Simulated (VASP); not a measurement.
# Lu (Pm-3m) in VASP: a series of runs, part 2 of 2

VASP 6.6.1.

## 3. Relaxation of cell and atoms, PBEsol

Contents of INCAR:

```
PREC     = Accurate       # precision mode
ENCUT    = 600            # plane-wave cutoff, eV
EDIFF    = 1E-6           # SCF threshold, eV
ISMEAR   = -1             # smearing method
SIGMA    = 0.1            # smearing width, eV
LREAL    = F              # projectors in reciprocal space
LASPH    = T              # aspherical terms in the spheres
NELM     = 100            # most SCF steps
ALGO     = Normal         # electronic algorithm
ISIF     = 3              # what is computed and relaxed
LWAVE    = F              # write WAVECAR
LCHARG   = F              # write CHGCAR
GGA      = PS             # functional
IBRION   = 2              # ionic algorithm
NSW      = 80             # ionic steps
EDIFFG   = -0.03          # ionic threshold
```

Contents of KPOINTS:

```
regular mesh
0
Gamma
  8 8 8
```

Contents of POSCAR:

```
Lu
1.0
    3.1215077324      0.0000000000      0.0000000000
    0.0000000000      3.1215077324      0.0000000000
    0.0000000000      0.0000000000      3.1215077324
Lu
1
Direct
    0.0000000000      0.0000000000      0.0000000000
```

Potentials or basis: VASP PAW PBE potentials, release 64 (Lu).

Launch:

```console
cat potpaw_PBE.64/Lu/POTCAR > POTCAR
mpirun -np 1 vasp_std > vasp.out
```

OUTCAR:

```text
PREC = Accurate
   ENCUT = 600
   EDIFF = 1E-6
   ISMEAR = -1
   LREAL = F
   LASPH = T
   NELM = 100
   ISIF = 3
   GGA = PS
   IBRION = 2
   NSW = 80
   EDIFFG = -0.03

 ion  position               nearest neighbor table
   1  0.000  0.000  0.000-

  LATTYP: Found a simple cubic cell.
 ALAT       =     3.1215077324

  Lattice vectors:

 A1 = (   3.1215077324,   0.0000000000,   0.0000000000)
 A2 = (   0.0000000000,   3.1215077324,   0.0000000000)
 A3 = (   0.0000000000,   0.0000000000,   3.1215077324)

Analysis of symmetry for initial positions (statically):
=====================================================================
 Subroutine PRICEL returns:
 Original cell was already a primitive cell.

 Routine SETGRP: Setting up the symmetry group for a
 simple cubic supercell.

 Subroutine GETGRP returns: Found 48 space group operations
 (whereof 48 operations were pure point group operations)
 out of a pool of 48 trial point group operations.

The static configuration has the point symmetry O_h .

Analysis of symmetry for dynamics (positions and initial velocities):
=====================================================================
 Subroutine PRICEL returns:
 Original cell was already a primitive cell.

 Routine SETGRP: Setting up the symmetry group for a
 simple cubic supercell.

 Subroutine GETGRP returns: Found 48 space group operations
 (whereof 48 operations were pure point group operations)
 out of a pool of 48 trial point group operations.

The dynamic configuration has the point symmetry O_h .

 Subroutine INISYM returns: Found 48 space group operations
 (whereof 48 operations are pure point group operations),
 and found     1 'primitive' translations

----------------------------------------------------------------------------------------

                                     Primitive cell

  volume of cell :      30.4154

  direct lattice vectors                    reciprocal lattice vectors
     3.121507732  0.000000000  0.000000000     0.320358008  0.000000000  0.000000000
     0.000000000  3.121507732  0.000000000     0.000000000  0.320358008  0.000000000
     0.000000000  0.000000000  3.121507732     0.000000000  0.000000000  0.320358008

  length of vectors
     3.121507732  3.121507732  3.121507732     0.320358008  0.320358008  0.320358008

  position of ions in fractional coordinates (direct lattice)
     0.000000000  0.000000000  0.000000000

  ion indices of the primitive-cell ions
   primitive index   ion index
                 1           1

----------------------------------------------------------------------------------------

 KPOINTS: regular mesh

Automatic generation of k-mesh.
 Grid dimensions read from file:
[... 84 lines left out ...]
     AMIX     =   0.40;   BMIX     =  1.00
     AMIX_MAG =   1.60;   BMIX_MAG =  1.00
  volume/ion in A,a.u.               =      30.42       205.25
  Fermi-wavevector in a.u.,A,eV,Ry     =   1.533523  2.897939 31.996741  2.351694
  Thomas-Fermi vector in A             =   2.640579
   LORBIT       =      0    0 simple, 1 ext, 2 COOP (PROOUT), +10 PAW based schemes
   GGA     = PS    functional components
   LHFCALC =     F    Hartree Fock is set to
   AEXX    =    0.0000 exact exchange contribution
   IVDW    =     0    specifies the selected vdW correction
   LEPSILON=     F    determine dielectric tensor
   LRPA    =     F    only Hartree local field effects (RPA)
 conjugate gradient relaxation of ions
 non-spin polarized calculation
  energy-cutoff  :      600.00
  volume of cell :       30.42
 maximum number of plane-waves:      1064
 NGX is ok and might be reduce to    28
   NGX = 13   NGY = 13   NGZ = 13

--------------------------------------- Ionic step        1  -------------------------------------------

 number of electron      24.9999994 magnetization

 Free energy of the ion-electron system (eV)
  ---------------------------------------------------
  ext. energy  EPLUGINS =         0.00000000
  ---------------------------------------------------
  free energy    TOTEN  =        -4.09668322 eV

  energy without entropy =       -4.02059711  energy(sigma->0) =       -4.05864016

------------------------ aborting loop because EDIFF is reached ----------------------------------------

  FORCE on cell =-STRESS in cart. coord.  units (eV):
  Direction    XX          YY          ZZ          XY          YZ          ZX
  --------------------------------------------------------------------------------------
  -------------------------------------------------------------------------------------
  Total        0.0466850      0.0466850      0.0466850      0.0000000      0.0000000     -0.0000000
  in kB        2.4592033      2.4592033      2.4592033      0.0000000      0.0000000     -0.0000000
  external PRESSURE =       2.4592033 kB  Pullay stress =       0.0000000 kB

 VOLUME and BASIS-vectors are now :
 -----------------------------------------------------------------------------
  energy-cutoff  :      600.00
  volume of cell :       30.42
      direct lattice vectors                 reciprocal lattice vectors
     3.121507732  0.000000000  0.000000000     0.320358008  0.000000000  0.000000000
     0.000000000  3.121507732  0.000000000     0.000000000  0.320358008  0.000000000
     0.000000000  0.000000000  3.121507732     0.000000000  0.000000000  0.320358008

 POSITION                                       TOTAL-FORCE (eV/Angst)
 -----------------------------------------------------------------------------------
      0.00000      0.00000      0.00000         0.000000      0.000000      0.000000
 -----------------------------------------------------------------------------------
    total drift:                               -0.000000     -0.000000     -0.000000

  FREE ENERGIE OF THE ION-ELECTRON SYSTEM (eV)
  ---------------------------------------------------
  free  energy   TOTEN  =        -4.0966832168 eV

  energy  without entropy=       -4.0205971090  energy(sigma->0) =       -4.05864016

--------------------------------------- Ionic step        2  -------------------------------------------

 number of electron      24.9999993 magnetization

 Free energy of the ion-electron system (eV)
  ---------------------------------------------------
  ext. energy  EPLUGINS =         0.00000000
  ---------------------------------------------------
  free energy    TOTEN  =        -4.09681845 eV

  energy without entropy =       -4.02026947  energy(sigma->0) =       -4.05854396

 E-fermi :   1.8461     XC(G=0): -10.4824

 val. band max:        1.8276934620   @ k =   0.1250   0.1250   0.0000
 cond. band min:       1.8600082390   @ k =   0.3750   0.2500   0.1250
 fundamental gap:      0.0323147770
 Fermi energy:         1.8460738426

 k-point     1 :       0.0000    0.0000    0.0000
  band No.  band energies     occupation
      1     -54.6863      2.00000
      2     -25.0411      2.00000
      3     -25.0411      2.00000
      4     -25.0411      2.00000
      5      -3.9594      2.00000
      6      -3.4152      2.00000
[... 433 lines left out ...]
      3     -25.5175      2.00000
      4     -25.0281      2.00000
      5      -3.4607      2.00000
      6      -3.4489      2.00000
[... 8 lines left out ...]
     15       4.2188      0.00000
     16       6.4382      0.00000

 [... further k-points ...]
[... 5 lines left out ...]
  --------------------------------------------------------------------------------------
  -------------------------------------------------------------------------------------
  Total        0.0092904      0.0092904      0.0092904      0.0000000      0.0000000      0.0000000
  in kB        0.4860965      0.4860965      0.4860965      0.0000000      0.0000000      0.0000000
  external PRESSURE =       0.4860965 kB  Pullay stress =       0.0000000 kB

 VOLUME and BASIS-vectors are now :
 -----------------------------------------------------------------------------
  energy-cutoff  :      600.00
  volume of cell :       30.62
      direct lattice vectors                 reciprocal lattice vectors
     3.128538014  0.000000000 -0.000000000     0.319638117  0.000000000  0.000000000
     0.000000000  3.128538014 -0.000000000    -0.000000000  0.319638117 -0.000000000
    -0.000000000  0.000000000  3.128538014     0.000000000  0.000000000  0.319638117

 POSITION                                       TOTAL-FORCE (eV/Angst)
 -----------------------------------------------------------------------------------
      0.00000      0.00000      0.00000         0.000000     -0.000000      0.000000
 -----------------------------------------------------------------------------------
    total drift:                               -0.000000     -0.000000     -0.000000

  FREE ENERGIE OF THE ION-ELECTRON SYSTEM (eV)
  ---------------------------------------------------
  free  energy   TOTEN  =        -4.0968184476 eV

  energy  without entropy=       -4.0202694678  energy(sigma->0) =       -4.05854396

 reached required accuracy - stopping structural energy minimisation
```

It took 17 s on 1 thread of Intel Xeon 6975P-C (Granite Rapids), shared host; peak memory 0.18 GiB.

What came out:

```yaml
Free_energy: -4.0968 eV
Relaxed_volume: 30.62 Å³/atom
Relaxed_cell: a = 3.129 Å, b = 3.129 Å, c = 3.129 Å, α = 90.00°, β = 90.00°, γ = 90.00°
Space_group_after_relaxing_to_0.1_Å: Pm-3m (No. 221)
Energy_gained_by_relaxing: 0.1 meV/atom
Ionic_steps: 2
Pressure_after_relaxing: 0.0 GPa
Band_gap_on_the_k_mesh: zero (an odd number of electrons rules out a gap without spin polarisation)
```

Step by step:
```
step  energy change (eV)  largest force (eV/Å)  pressure (GPa)  volume (Å³)
   1              0.0000                0.0000            0.25        30.42
   2             -0.0001                0.0000            0.05        30.62
```

Final structure:
```xyz
1
Lattice="3.1285 0.0000 0.0000 0.0000 3.1285 0.0000 0.0000 0.0000 3.1285" Properties=species:S:1:pos:R:3 pbc="T T T"
Lu    0.0000    0.0000    0.0000
```

Caveat: the PAW data sets were made with another functional, which shifts forces and pressure a little; spin-orbit coupling is left out, which moves the levels of the heavy elements.

## 4. Relaxation of cell and atoms, PBEsol

This run uses another cell than the first one, of 32.46 Å³/atom.

Contents of INCAR:

```
SYSTEM = Lu
PREC     = Accurate       ! precision mode
ENCUT    = 600            ! plane-wave cutoff, eV
EDIFF    = 1E-6           ! SCF threshold, eV
ISMEAR   = -1             ! smearing method
SIGMA    = 0.1            ! smearing width, eV
LREAL    = .FALSE.        ! projectors in reciprocal space
LASPH    = .TRUE.         ! aspherical terms in the spheres
NELM     = 80             ! most SCF steps
ALGO     = Normal         ! electronic algorithm
ISIF     = 3              ! what is computed and relaxed
LWAVE    = .FALSE.        ! write WAVECAR
LCHARG   = .FALSE.        ! write CHGCAR
GGA      = PS             ! functional
IBRION   = 2              ! ionic algorithm
NSW      = 80             ! ionic steps
EDIFFG   = -0.03          ! ionic threshold
```

Contents of KPOINTS:

```
regular mesh
0
G
  8 8 8
  0 0 0
```

Contents of POSCAR:

```
Lu
1.0
    3.1900000000      0.0000000000      0.0000000000
    0.0000000000      3.1900000000      0.0000000000
    0.0000000000      0.0000000000      3.1900000000
Lu
1
Direct
    0.0000000000      0.0000000000      0.0000000000
```

Potentials or basis: VASP PAW PBE potentials, release 64 (Lu).

Launch:

```console
cat potpaw_PBE.64/Lu/POTCAR > POTCAR
mpirun -np 1 vasp_std > vasp.out
```

OUTCAR:

```text
SYSTEM = Lu
   PREC = Accurate
   ENCUT = 600
   EDIFF = 1E-6
   ISMEAR = -1
   LREAL = .FALSE.
   LASPH = .TRUE.
   NELM = 80
   ISIF = 3
   GGA = PS
   IBRION = 2
   NSW = 80
   EDIFFG = -0.03

 ion  position               nearest neighbor table
   1  0.000  0.000  0.000-

  LATTYP: Found a simple cubic cell.
 ALAT       =     3.1900000000

  Lattice vectors:

 A1 = (   3.1900000000,   0.0000000000,   0.0000000000)
 A2 = (   0.0000000000,   3.1900000000,   0.0000000000)
 A3 = (   0.0000000000,   0.0000000000,   3.1900000000)

Analysis of symmetry for initial positions (statically):
[... 242 lines left out ...]
 number of electron      24.9999993 magnetization

 Free energy of the ion-electron system (eV)
  ---------------------------------------------------
  ext. energy  EPLUGINS =         0.00000000
  ---------------------------------------------------
  free energy    TOTEN  =        -4.09702286 eV

  energy without entropy =       -4.02046953  energy(sigma->0) =       -4.05874619

 E-fermi :   1.8458     XC(G=0): -10.4821

 val. band max:        1.8275004238   @ k =   0.1250   0.1250   0.0000
 cond. band min:       1.8597049247   @ k =   0.3750   0.2500   0.1250
 fundamental gap:      0.0322045009
 Fermi energy:         1.8457858774

 k-point     1 :       0.0000    0.0000    0.0000
  band No.  band energies     occupation
      1     -54.6865      2.00000
      2     -25.0414      2.00000
      3     -25.0414      2.00000
      4     -25.0414      2.00000
      5      -3.9596      2.00000
      6      -3.4153      2.00000
[... 433 lines left out ...]
      3     -25.5177      2.00000
      4     -25.0284      2.00000
      5      -3.4608      2.00000
      6      -3.4490      2.00000
[... 8 lines left out ...]
     15       4.2184      0.00000
     16       6.4376      0.00000

 [... further k-points ...]
[... 5 lines left out ...]
  --------------------------------------------------------------------------------------
  -------------------------------------------------------------------------------------
  Total        0.0003802      0.0003802      0.0003802      0.0000000      0.0000000     -0.0000000
  in kB        0.0198934      0.0198934      0.0198934      0.0000000      0.0000000     -0.0000000
  external PRESSURE =       0.0198934 kB  Pullay stress =       0.0000000 kB
[... 16 lines left out ...]
  FREE ENERGIE OF THE ION-ELECTRON SYSTEM (eV)
  ---------------------------------------------------
  free  energy   TOTEN  =        -4.0970228580 eV

  energy  without entropy=       -4.0204695252  energy(sigma->0) =       -4.05874619

 reached required accuracy - stopping structural energy minimisation
```

OSZICAR:

```text
N       E                     dE             d eps       ncg     rms          rms(c)
DAV:   1     0.857055658820E+02    0.85706E+02   -0.11629E+04  1392   0.566E+03
DAV:   2     0.728905459240E+00   -0.84977E+02   -0.84050E+02  1224   0.372E+02
DAV:   3    -0.399451431638E+01   -0.47234E+01   -0.46694E+01  1376   0.722E+01
[... 25 lines left out ...]
DAV:   4    -0.408742923001E+01   -0.62331E-02   -0.10448E-02  1936   0.917E-01    0.313E-01
DAV:   5    -0.409636026869E+01   -0.89310E-02   -0.16737E-02  2072   0.996E-01    0.114E-01
DAV:   6    -0.409685719583E+01   -0.49693E-03   -0.58643E-04  1680   0.224E-01    0.504E-02
DAV:   7    -0.409701662608E+01   -0.15943E-03   -0.28692E-04  2040   0.132E-01    0.109E-02
DAV:   8    -0.409702293318E+01   -0.63071E-05   -0.18831E-05  1568   0.385E-02    0.312E-03
DAV:   9    -0.409702285802E+01    0.75161E-07   -0.69984E-07   880   0.692E-03
   3 F= -.40970229E+01 E0= -.40587462E+01  d E =-.877928E-02
```

Run time: 26 s. Hardware: 1 thread of Intel Xeon 6975P-C (Granite Rapids), shared host; peak memory 0.19 GiB.

Results:

```yaml
Free_energy: -4.0970 eV
Relaxed_volume: 30.62 Å³/atom
Relaxed_cell: a = 3.129 Å, b = 3.129 Å, c = 3.129 Å, α = 90.00°, β = 90.00°, γ = 90.00°
Space_group_after_relaxing_to_0.1_Å: Pm-3m (No. 221)
Energy_gained_by_relaxing: 8.8 meV/atom
Ionic_steps: 3
Pressure_after_relaxing: 0.0 GPa
Band_gap_on_the_k_mesh: zero (an odd number of electrons rules out a gap without spin polarisation)
```

Step by step:
| step | energy change (eV) | largest force (eV/Å) | pressure (GPa) | volume (Å³) |
| --- | --- | --- | --- | --- |
| 1 | 0.0000 | 0.0000 | -1.47 | 32.46 |
| 2 | -0.0082 | 0.0000 | -0.41 | 31.09 |
| 3 | -0.0088 | 0.0000 | 0.00 | 30.62 |

Final structure:
```xyz
1
Lattice="3.1286 0.0000 0.0000 0.0000 3.1286 0.0000 0.0000 0.0000 3.1286" Properties=species:S:1:pos:R:3 pbc="T T T"
Lu    0.0000    0.0000    0.0000
```

Levels at points of the mesh, in eV from the Fermi level:
```
           k point  band 9  band 10  band 11  band 12  band 13  band 14  band 15  band 16
(0.00, 0.00, 0.00)   -5.23    -5.23    -5.23    -5.19    -0.49    -0.49     6.45     6.45
(0.50, 0.00, 0.00)   -5.21    -5.17    -5.17    -2.72    -0.27     0.34     3.40     3.40
(0.50, 0.50, 0.00)   -5.23    -5.18    -5.17    -1.95    -0.14     3.61     3.61     4.07
(0.50, 0.50, 0.50)   -5.19    -5.19    -5.19    -0.50    -0.50    -0.50     6.27     8.20
```

Caveat: the PAW data sets were made with another functional, which shifts forces and pressure a little; spin-orbit coupling is left out, which moves the levels of the heavy elements.

## 5. Summary

| task | cell | cutoff (eV) | gap on the mesh (eV) | pressure (GPa) | relaxed volume (Å³/atom) |
| --- | --- | --- | --- | --- | --- |
| single point | a = 3.122 Å, 1 atom | 520 | none | 0.1 | - |
| relaxation of cell and atoms | relaxed from a = 3.122 Å, 1 atom | 600 | none | 0.0 | 30.62 |
| relaxation of cell and atoms | relaxed from a = 3.190 Å, 1 atom | 600 | none | 0.0 | 30.62 |

Alike in all rows: level PBEsol; potentials or basis VASP PAW PBE potentials, release 64 (Lu); no spin polarisation; k mesh 8 × 8 × 8; smearing fermi-dirac 0.1 eV.

Caveats: the PAW data sets were made with another functional, which shifts forces and pressure a little; spin-orbit coupling is left out, which moves the levels of the heavy elements.

Absolute energies hang on the potentials; compare differences alone.
